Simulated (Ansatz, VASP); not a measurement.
Zn: VASP beside Ansatz

```
Zn
1.0
     2.54893    0.00000    0.00000
    -1.27447    2.20744    0.00000
     0.00000    0.00000    4.86216
Zn
2
Direct
  0.33333 0.66667 0.25000
  0.66667 0.33333 0.75000
```

Alike in both runs: functional LDA; k mesh 15 × 15 × 8; occupations gaussian, width 0.1 eV; no spin polarisation.

Ansatz relaxed the structure, and its values are those at the end. VASP's run is a single point on that final structure, the one shown.

```csv
,VASP,Ansatz
version,VASP 6.6.1,Ansatz 0.2.0
potentials or method,"VASP PAW LDA potentials, release 64 (Zn), cutoff 520 eV","scalar-relativistic, plane waves, PAW"
valence electrons in the cell,24,24
```

Ansatz gave:

```
gap on the k mesh at the Fermi level (eV) : none
pressure (GPa)                            : 0.0
```

Task: What did VASP give for the same quantities?

Result: gap on the k mesh at the Fermi level (eV): none; pressure (GPa): 1.1.

Ansatz warns that its potentials were made for another functional, while VASP's fit it. LDA's correlation is that of Perdew and Zunger in VASP and of Perdew and Wang (1992) in Ansatz. A gap of «none» marks a metal or a gap that the smearing closes.
